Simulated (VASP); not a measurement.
Input of a VASP 6.6.1 run:

The input INCAR:

```
SYSTEM = Ni
  ALGO = Normal
  EDIFF = 1E-7
  ENCUT = 520
  ISIF = 2
  ISMEAR = 0
  ISPIN = 2
  LASPH = .TRUE.
  LCHARG = .FALSE.
  LDAU = .TRUE.
  LDAUJ = 0
  LDAUL = 2
  LDAUPRINT = 1
  LDAUTYPE = 2
  LDAUU = 4.2
  LMAXMIX = 4
  LORBIT = 11
  LREAL = .FALSE.
  LWAVE = .FALSE.
  MAGMOM = 0
  NBANDS = 15
  NELM = 150
  NUPDOWN = 0.0
  PREC = Accurate
  SIGMA = 0.05
```

The input KPOINTS:

```
k-points
0
G
  15 15 15
  0 0 0
```

POSCAR

```
Ni
1.0
    0.0000000000      1.7810000000      1.7810000000
    1.7810000000      0.0000000000      1.7810000000
    1.7810000000      1.7810000000      0.0000000000
Ni
1
Direct
    0.0000000000      0.0000000000      0.0000000000
```

Potentials or basis: VASP PAW LDA potentials, release 64 (Ni).

Command:

```bash
$ cat potpaw_LDA.64/Ni/POTCAR > POTCAR
$ mpirun -np 1 vasp_std > vasp.out
```

Task: What does it give for the pressure?

Result: -31.4 GPa.

Eigenvalues of the final occupation matrices:
| site | spin | trace | eigenvalues |
| --- | --- | --- | --- |
| site 1 d | 1 | 4.28 | 0.82 0.82 0.82 0.91 0.91 |
| site 1 d | 2 | 4.28 | 0.82 0.82 0.82 0.91 0.91 |

Caveat: the total moment is fixed, so each spin has its own Fermi level; the U is typed as a test and isn't derived for this compound.
